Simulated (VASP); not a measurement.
# CoO in VASP: settings compared, part 2 of 2

VASP 6.6.1.

## (3) Single point, BLYP+D4, collinear spin, ferromagnetic start

INCAR

```
AGGAC = 1.0 ; AGGAX = 1.0
ALDAC = 0.0 ; ALDAX = 1.0
ALGO = Normal ; EDIFF = 1E-6
ENCUT = 700 ; GGA = B5
GGA_COMPAT = False ; ISIF = 2
ISMEAR = 0 ; ISPIN = 2
IVDW = 13 ; LASPH = True
LCHARG = False ; LMAXMIX = 4
LORBIT = 11 ; LREAL = False
LWAVE = False ; MAGMOM = 2 0
NBANDS = 22 ; NELM = 200
PREC = Accurate ; SIGMA = 0.01
VDW_A1 = 0.44488865 ; VDW_A2 = 4.0933009
VDW_S6 = 1.0 ; VDW_S8 = 2.34076671
```

KPOINTS

```
k-points
0
Gamma
  12 12 12
```

POSCAR

```
CoO
1.0
   -1.5080000000      1.5080000000      2.1072475377
    1.5080000000     -1.5080000000      2.1072475377
    1.5080000000      1.5080000000     -2.1072475377
Co O
1 1
Direct
    0.0000000000      0.0000000000      0.0000000000
    0.5000000000      0.5000000000      0.0000000000
```

Potentials or basis: VASP PAW PBE potentials, release 64 (Co_sv, O).

Command:

```
cat potpaw_PBE.64/Co_sv/POTCAR potpaw_PBE.64/O/POTCAR > POTCAR
mpirun -np 1 vasp_std > vasp.out
```

OUTCAR:

```text
EDIFF = 1E-6
   ENCUT = 700
   GGA = B5
   ISIF = 2
   ISMEAR = 0
   ISPIN = 2
   IVDW = 13
   LASPH = True
   LORBIT = 11
   LREAL = False
   NELM = 200
   PREC = Accurate

 ion  position               nearest neighbor table
   1  0.000  0.000  0.000-   2 2.11   2 2.11   2 2.13   2 2.13   2 2.13   2 2.13
   2  0.500  0.500  0.000-   1 2.11   1 2.11   1 2.13   1 2.13   1 2.13   1 2.13

  LATTYP: Found a body centered tetragonal cell.
 ALAT       =     3.0160000000
 C/A-ratio  =     1.3973790038

  Lattice vectors:

 A1 = (  -1.5080000000,   1.5080000000,   2.1072475377)
 A2 = (   1.5080000000,  -1.5080000000,   2.1072475377)
 A3 = (   1.5080000000,   1.5080000000,  -2.1072475377)

Analysis of symmetry for initial positions (statically):
=====================================================================
 Subroutine PRICEL returns:
 Original cell was already a primitive cell.

 Routine SETGRP: Setting up the symmetry group for a
 body centered tetragonal supercell.

 Subroutine GETGRP returns: Found 16 space group operations
 (whereof 16 operations were pure point group operations)
 out of a pool of 16 trial point group operations.

The static configuration has the point symmetry D_4h.

Analysis of symmetry for dynamics (positions and initial velocities):
=====================================================================
 Subroutine PRICEL returns:
 Original cell was already a primitive cell.

 Routine SETGRP: Setting up the symmetry group for a
 body centered tetragonal supercell.

 Subroutine GETGRP returns: Found 16 space group operations
 (whereof 16 operations were pure point group operations)
 out of a pool of 16 trial point group operations.

The dynamic configuration has the point symmetry D_4h.

Analysis of structural, dynamic, and magnetic symmetry:
=====================================================================
 Subroutine PRICEL returns:
 Original cell was already a primitive cell.

 Routine SETGRP: Setting up the symmetry group for a
 body centered tetragonal supercell.

 Subroutine GETGRP returns: Found 16 space group operations
 (whereof 16 operations were pure point group operations)
 out of a pool of 16 trial point group operations.

The overall configuration has the point symmetry D_4h.

 Subroutine INISYM returns: Found 16 space group operations
 (whereof 16 operations are pure point group operations),
 and found     1 'primitive' translations

----------------------------------------------------------------------------------------

                                     Primitive cell

  volume of cell :      19.1681

  direct lattice vectors                    reciprocal lattice vectors
    -1.508000000  1.508000000  2.107247538     0.000000000  0.331564987  0.237276348
     1.508000000 -1.508000000  2.107247538     0.331564987  0.000000000  0.237276348
     1.508000000  1.508000000 -2.107247538     0.331564987  0.331564987  0.000000000

  length of vectors
     2.998102764  2.998102764  2.998102764     0.407719764  0.407719764  0.468903701

  position of ions in fractional coordinates (direct lattice)
     0.000000000  0.000000000  0.000000000
     0.500000000  0.500000000  0.000000000

  ion indices of the primitive-cell ions
[... 68 lines left out ...]
   ICHARG =      2    charge: 1-file 2-atom 10-const
   ISPIN  =      2    spin polarized calculation?
   LNONCOLLINEAR =      F non collinear calculations
   LSORBIT =      F    spin-orbit coupling
   LASPH  =      T    aspherical Exc in radial PAW
   ENCUT  =  700.0 eV  51.45 Ry    7.17 a.u.   6.47  6.47  6.47*2*pi/ulx,y,z
   NELM   =    200;   NELMIN=  2; NELMDL= -5     # of ELM steps
   EDIFF  = 0.1E-05   stopping-criterion for ELM
   LREAL  =      F    real-space projection
   EDIFFG = 0.1E-04   stopping-criterion for IOM
   NSW    =      0    number of steps for IOM
   IBRION =     -1    ionic relax: 0-MD 1-quasi-New 2-CG
   NFREE  =      0    steps in history (QN), initial steepest desc. (CG)
   ISIF   =      2    stress and relaxation
   ISYM   =      2    0-nonsym 1-usesym 2-fastsym
   POTIM  = 0.5000    time-step for ionic-motion
   TEBEG  =    0.0;   TEEND  =   0.0 temperature during run
   PSTRESS=    0.0 pullay stress
   NELECT =      23.0000    total number of electrons
   NUPDOWN=      -1.0000    fix difference up-down
   EMIN   =  10.00;   EMAX   =-10.00  energy-range for DOS
   EFERMI =   0.00;   METHOD = LEGACY
   ISMEAR =     0;   SIGMA  =   0.01  broadening in eV -4-tet -1-fermi 0-gaus
   EFERMI_NEDOS =   21; number of points for ismear=-14 and -15
   IALGO  =     38    algorithm
   IMIX   =      4    mixing-type and parameters
     AMIX     =   0.40;   BMIX     =  1.00
     AMIX_MAG =   1.60;   BMIX_MAG =  1.00
  volume/ion in A,a.u.               =       9.58        64.68
  Fermi-wavevector in a.u.,A,eV,Ry     =   1.739635  3.287433 41.175699  3.026328
  Thomas-Fermi vector in A             =   2.812438
   LORBIT       =     11    0 simple, 1 ext, 2 COOP (PROOUT), +10 PAW based schemes
   GGA     = B5    functional components
   LHFCALC =     F    Hartree Fock is set to
   AEXX    =    0.0000 exact exchange contribution
   IVDW    =    13    specifies the selected vdW correction
   LEPSILON=     F    determine dielectric tensor
   LRPA    =     F    only Hartree local field effects (RPA)
 spin polarized calculation
 Gauss-broadening in eV      SIGMA  =   0.01
  energy-cutoff  :      700.00
  volume of cell :       19.17
 maximum number of plane-waves:       845
 NGX is ok and might be reduce to    28
   NGX = 13   NGY = 13   NGZ = 13

 number of electron      23.0000008 magnetization       2.8151568

 Free energy of the ion-electron system (eV)
  ---------------------------------------------------
  ext. energy  EPLUGINS =         0.00000000
  ---------------------------------------------------
  free energy    TOTEN  =       -12.15619699 eV

  energy without entropy =      -12.15598374  energy(sigma->0) =      -12.15609037

 E-fermi :   9.3164     XC(G=0): -12.1684

 val. band max:        9.3148346400   @ k =   0.2500   0.2500  -0.0000
 cond. band min:       9.3167668187   @ k =  -0.2500   0.5000   0.2500
 fundamental gap:      0.0019321787
 Fermi energy:         9.3163817776

 spin component 1

 k-point     1 :       0.0000    0.0000    0.0000
  band No.  band energies     occupation
      1     -86.9928      1.00000
      2     -50.5537      1.00000
      3     -50.4470      1.00000
      4     -50.4470      1.00000
      5     -10.8242      1.00000
      6       6.1310      1.00000
[... 589 lines left out ...]
     21      36.8853      0.00000
     22      38.3403      0.00000

 [... further k-points ...]

 spin component 2

 k-point     1 :       0.0000    0.0000    0.0000
  band No.  band energies     occupation
      1     -84.0455      1.00000
      2     -47.6577      1.00000
      3     -47.6099      1.00000
      4     -47.6098      1.00000
      5     -10.3562      1.00000
      6       6.6400      1.00000
[... 589 lines left out ...]
     21      37.2520      0.00000
     22      38.6989      0.00000

 [... further k-points ...]

------------------------ aborting loop because EDIFF is reached ----------------------------------------

  DFT-D4 for vdW energy calculation

  Edisp (eV):   -1.05862

  FORCE on cell =-STRESS in cart. coord.  units (eV):
  Direction    XX          YY          ZZ          XY          YZ          ZX
  --------------------------------------------------------------------------------------
  -------------------------------------------------------------------------------------
  Total      -0.09459    -0.09459    -0.08261     0.00000    -0.00000     0.00000
  in kB      -7.90633    -7.90633    -6.90531     0.00000    -0.00000     0.00000
  external pressure =       -7.57 kB  Pullay stress =        0.00 kB

 VOLUME and BASIS-vectors are now :
 -----------------------------------------------------------------------------
  energy-cutoff  :      700.00
  volume of cell :       19.17
      direct lattice vectors                 reciprocal lattice vectors
    -1.508000000  1.508000000  2.107247538     0.000000000  0.331564987  0.237276348
     1.508000000 -1.508000000  2.107247538     0.331564987  0.000000000  0.237276348
     1.508000000  1.508000000 -2.107247538     0.331564987  0.331564987  0.000000000

 POSITION                                       TOTAL-FORCE (eV/Angst)
 -----------------------------------------------------------------------------------
      0.00000      0.00000      0.00000         0.000000     -0.000000      0.000000
      0.00000      0.00000      2.10725        -0.000000      0.000000      0.000000
 -----------------------------------------------------------------------------------
    total drift:                                0.000000     -0.000000     -0.000000

  FREE ENERGIE OF THE ION-ELECTRON SYSTEM (eV)
  ---------------------------------------------------
  free  energy   TOTEN  =       -13.2148193898 eV

  energy  without entropy=      -13.2146061380  energy(sigma->0) =      -13.21471276

 total charge

# of ion       s       p       d       tot
------------------------------------------
    1        2.142   6.060   6.712  14.913
    2        1.545   3.452   0.000   4.997
--------------------------------------------------
tot          3.687   9.512   6.712  19.910

 magnetization (x)

# of ion       s       p       d       tot
------------------------------------------
    1        0.013   0.009   2.410   2.432
    2        0.029   0.253   0.000   0.282
--------------------------------------------------
tot          0.041   0.262   2.410   2.714
```

stdout:

```text
POSCAR found type information on POSCAR CoO
 POSCAR found :  2 types and       2 ions
 scaLAPACK will be used
 -----------------------------------------------------------------------------
|                                                                             |
|                                                                             |
|     You enforced a specific xc type in the INCAR file but a different       |
|     I HOPE YOU KNOW WHAT YOU ARE DOING!                                     |
|                                                                             |
 -----------------------------------------------------------------------------

 LDA part: xc-table for (Slater(with rela. corr.)+VWN5), standard interpolation
 POSCAR, INCAR and KPOINTS ok, starting setup
 FFT: planning ... GRIDC
 FFT: planning ... GRID_SOFT
 FFT: planning ... GRID
 WAVECAR not read
 entering main loop
```

Wall time 6 min (1 thread of Intel Xeon Platinum 8259CL at 2.50GHz (Skylake/Cascade Lake), shared host); peak memory 0.29 GiB.

What came out:

```
Free energy                                           : -13.2148 eV
Pressure                                              : -0.8 GPa
Net moment                                            : 2.82 μB per cell
Site moments                                          : Co +2.43; O +0.28 μB
Valence electrons inside the program's atomic spheres : Co 14.91; O 5.00
Dispersion energy per atom                            : -0.529 eV
```

Caveat: the PAW data sets were made with another functional, which shifts forces and pressure a little; a cell with one magnetic atom can't hold antiferromagnetic order, which such compounds often take; semilocal functionals often make such compounds metallic where correlation or magnetic order opens a gap, which also shifts bond lengths.

## (4) Single point, PBEsol, collinear spin, ferromagnetic start

INCAR

```
PREC = Accurate
ENCUT = 700
EDIFF = 1E-6
ISMEAR = 1
SIGMA = 0.1
LREAL = F
LASPH = T
NELM = 200
ALGO = Normal
ISIF = 2
LWAVE = F
LCHARG = F
ISPIN = 2
MAGMOM = 2 0
LORBIT = 11
LMAXMIX = 4
GGA = PS
NBANDS = 22
GGA_COMPAT = F
```

KPOINTS

```
regular mesh
0
Gamma
  8 8 9
```

POSCAR

```
CoO
1.0
   -1.5080000000      1.5080000000      2.1072475377
    1.5080000000     -1.5080000000      2.1072475377
    1.5080000000      1.5080000000     -2.1072475377
Co O
1 1
Direct
   -0.0052800000      0.0049430000      0.0153250000
    0.5146290000      0.4995850000      0.0049600000
```

Command:

```
cat potpaw_PBE.64/Co_sv/POTCAR potpaw_PBE.64/O/POTCAR > POTCAR
mpirun -np 1 vasp_std > vasp.out
```

It took 7.4 min on 1 thread of Intel Xeon Platinum 8259CL at 2.50GHz (Skylake/Cascade Lake), shared host; peak memory 0.39 GiB.

It converged, with:

- Free energy: -14.0341 eV
- Pressure: -10.0 GPa
- Largest force: 0.048 eV/Å
- Net moment: 2.95 μB per cell
- Site moments: Co +2.53; O +0.32 μB
- Valence electrons inside the program's atomic spheres: Co 14.88; O 4.96

Forces in eV/Å, atoms in the order of the input:
```
Co  -0.001 -0.001  0.048
O    0.001  0.001 -0.048
```

Stress tensor (GPa, compression positive):
```
-10.31  -0.09   0.29
 -0.09 -10.11  -0.19
  0.29  -0.19  -9.62
```

Levels at points of the mesh, in eV from the Fermi level:
Spin up:
```csv
k point,band 9,band 10,band 11,band 12,band 13,band 14,band 15,band 16,band 17,band 18
"(0.00, 0.00, 0.00)",-3.26,-3.18,-2.90,-2.88,-2.86,0.81,16.45,17.82,17.85,17.88
"(0.50, 0.00, 0.00)",-2.45,-2.43,-1.89,-0.01,0.10,4.82,9.16,13.09,13.36,20.23
"(0.00, 0.50, 0.00)",-2.45,-2.44,-1.90,0.00,0.05,4.83,9.16,13.08,13.39,20.23
"(0.50, 0.50, 0.00)",-3.95,-2.92,-2.43,-2.15,-2.13,5.64,9.59,11.43,15.52,15.75
```
Spin down:
```
           k point  band 7  band 8  band 9  band 10  band 11  band 12  band 13  band 14
(0.00, 0.00, 0.00)   -2.78   -2.75   -1.12    -1.08    -1.02    -0.10    -0.06     1.38
(0.50, 0.00, 0.00)   -4.86   -4.79   -0.14    -0.10     0.19     2.51     2.62     5.15
(0.00, 0.50, 0.00)   -4.82   -4.80   -0.13    -0.11     0.19     2.53     2.56     5.18
(0.50, 0.50, 0.00)   -4.05   -3.96   -2.25     0.14     0.17     0.35     0.83     6.47
```

Caveat: the cell stands under tension; the PAW data sets were made with another functional, which shifts forces and pressure a little; a cell with one magnetic atom can't hold antiferromagnetic order, which such compounds often take; semilocal functionals often make such compounds metallic where correlation or magnetic order opens a gap, which also shifts bond lengths. With open d or f shells a metallic result of PBEsol can be an artefact of self-interaction; +U or a hybrid may open a gap.

## (5) The runs side by side

| level | fixed moment (μB) | cell | k mesh | smearing | gap on the mesh (eV) | pressure (GPa) | moment (μB) |
| --- | --- | --- | --- | --- | --- | --- | --- |
| PBEsol | 4.0 | as given, atomic positions A | 10 × 10 × 10 | fermi-dirac 0.05 eV | - | 14.8 | 4.00 |
| BLYP+D4 | - | as given, atomic positions A | 12 × 12 × 12 | gaussian 0.01 eV | none | -0.8 | 2.82 |
| PBEsol | - | as given, atomic positions B | 8 × 8 × 9 | methfessel-paxton 0.1 eV | none | -10.0 | 2.95 |

Alike in all rows: task single point; potentials or basis VASP PAW PBE potentials, release 64 (Co_sv, O); spin collinear, ferromagnetic start; cutoff (eV) 700.

The pressure there spans -10.0 GPa (PBEsol) to 14.8 GPa (PBEsol); a positive pressure means that this level wants a larger cell, a negative one a smaller.

Caveats: the PAW data sets were made with another functional, which shifts forces and pressure a little; a cell with one magnetic atom can't hold antiferromagnetic order, which such compounds often take; semilocal functionals often make such compounds metallic where correlation or magnetic order opens a gap, which also shifts bond lengths (at least some runs); the cell stands under pressure (at least some runs); the total moment is fixed, so each spin has its own Fermi level and the state may be an excited one (at least some runs); the cell stands under tension (at least some runs).

Absolute energies hang on the potentials; compare differences alone.
